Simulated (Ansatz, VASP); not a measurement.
**W4C: VASP beside Ansatz**

Contents of INCAR:

```
SYSTEM = W4C
  PREC = Accurate
  ENCUT = 520
  EDIFF = 1E-7
  ISMEAR = 0
  SIGMA = 0.1
  LREAL = .FALSE.
  LASPH = .TRUE.
  NELM = 150
  ALGO = Normal
  ISIF = 2
  LWAVE = .FALSE.
  LCHARG = .FALSE.
  ISPIN = 2
  MAGMOM = 0 0 0 0 2
  LORBIT = 11
  LMAXMIX = 4
  LDIPOL = .TRUE.
  IDIPOL = 3
  DIPOL = 0.5 0.5 0.335
  GGA = PS
  NBANDS = 42
```

KPOINTS

```
Automatic mesh
0
G
  8 8 1
  0 0 0
```

The input POSCAR:

```
W4C
1.0
    3.1545348002      0.0000000000      0.0000000000
    0.0000000000      3.1545348002      0.0000000000
    0.0000000000      0.0000000000     21.5976290709
W C
4 1
Direct
    0.5000000000      0.5000000000      0.1852055143
    0.0000000000      0.0000000000      0.2582351693
    0.5000000000      0.5000000000      0.3339290903
    0.0000000000      0.0000000000      0.3980820785
    0.0000000000      0.0000000000      0.4971670286
```

Input for Ansatz:

```yaml
crystal:
  lattice:
    - [3.1545348002, 0.0, 0.0]
    - [0.0, 3.1545348002, 0.0]
    - [0.0, 0.0, 21.5976290709]
  atoms:
    - { symbol: W, position: [0.5, 0.5, 0.1852055143] }
    - { symbol: W, position: [0.0, 0.0, 0.2582351693] }
    - { symbol: W, position: [0.5, 0.5, 0.3339290903] }
    - { symbol: W, position: [0.0, 0.0, 0.3980820785] }
    - { symbol: C, position: [0.0, 0.0, 0.4971670286], spin: 2.0 }
basis:
  ecutwfc: 420
kpoints:
  mp_grid: { grid: [8, 8, 1] }
hamiltonian:
  xc: pbesol
  pseudopotentials: { kind: paw, azcp: { folder: soft_1 } }
scf:
  occupations: { method: gaussian, width: 0.1 }
output:
  forces: true
  eigenvalues: true
  populations: true
magnetization:
  spin_polarized: true
efield:
  axis: 3
  dipole_correction: true
  ramp_width: 0.04
```

Alike in both runs: task single point; functional PBEsol; k mesh 8 × 8 × 1; occupations gaussian, width 0.1 eV; collinear spin.

|  | VASP | Ansatz |
| --- | --- | --- |
| version | VASP 6.6.1 | Ansatz 0.2.0 |
| potentials or method | VASP PAW PBE potentials, release 64 (W_sv, C), cutoff 520 eV | scalar-relativistic, plane waves, PAW |
| valence electrons in the cell | 60 | 60 |

```tsv
	VASP	Ansatz	Ansatz less VASP
gap on the k mesh at the Fermi level (eV)	none	none	-
rms of the force components (eV/Å)	1.694	1.694	+0.0007
net moment per atom (μB)	0.22	0.22	0.000
size of the moment on the site where the two differ most (μB)	0.42	0.56	+0.132
```

VASP's potentials were made for PBE, not for PBEsol, and Ansatz warns of the same on its side. Site moments also hang on the region over which each program counts them. Atom by atom the forces differ by 0.016 eV/Å (rms over components). A gap of «none» marks a metal or a gap that the smearing closes. The functional is the same, so the differences come from potentials, cutoffs and numerics.

Spin-orbit coupling is off throughout.
